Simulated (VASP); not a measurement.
Input of a VASP 6.6.1 run:

File INCAR:

```
SYSTEM = Dy3GaS2
PREC     = Accurate       ! precision mode
ENCUT    = 500            ! plane-wave cutoff, eV
EDIFF    = 1E-6           ! SCF threshold, eV
ISMEAR   = 0              ! smearing method
SIGMA    = 0.2            ! smearing width, eV
LREAL    = .False.        ! projectors in reciprocal space
LASPH    = .True.         ! aspherical terms in the spheres
NELM     = 200            ! most SCF steps
ALGO     = Normal         ! electronic algorithm
ISIF     = 2              ! what is computed and relaxed
LWAVE    = .False.        ! write WAVECAR
LCHARG   = .False.        ! write CHGCAR
GGA      = PE             ! functional
NBANDS   = 35             ! bands
GGA_COMPAT= .False.      
LMAXMIX  = 6              ! l up to which the mixer works
```

File KPOINTS:

```
regular mesh
0
Gamma
  4 4 2
  0 0 0
```

Contents of POSCAR:

```
Dy3GaS2
1.0
    3.7192831270      0.0000000000      0.0000000000
   -1.8596415635      3.2209936719      0.0000000000
    0.0000000000      0.0000000000     11.3980773921
Dy Ga S
3 1 2
Direct
    0.0000000000      0.0000000000      0.3187915298
    0.0000000000      0.0000000000      0.6812084702
    0.0000000000      0.0000000000      0.0000000000
    0.3333333333      0.6666666667      0.5000000000
    0.3333333333      0.6666666667      0.8443918788
    0.3333333333      0.6666666667      0.1556081212
```

Potentials or basis: VASP PAW PBE potentials, release 64 (Dy_3, Ga_d, S), 4f in core.

Run with:

```console
$ cat potpaw_PBE.64/Dy_3/POTCAR potpaw_PBE.64/Ga_d/POTCAR potpaw_PBE.64/S/POTCAR > POTCAR
$ mpirun -np 1 vasp_std > vasp.out
```

(1) Estimate the largest force.

(2) What does it give for the band gap on the k mesh?

(3) What does it give for the pressure?

Answers

(1) 0.033 eV/Å.

(2) zero (bands 26 and 27 overlap by 1.12 eV).

(3) 0.6 GPa.

Caveat: the k points lie up to 0.49 Å⁻¹ apart, too coarse for converged energies and pressures of a metal; spin-orbit coupling is left out, which moves the levels of the heavy elements; the 4f electrons are frozen in the core, so they carry no moment and show no levels; the run has no spin polarisation, though such a crystal can be magnetic.
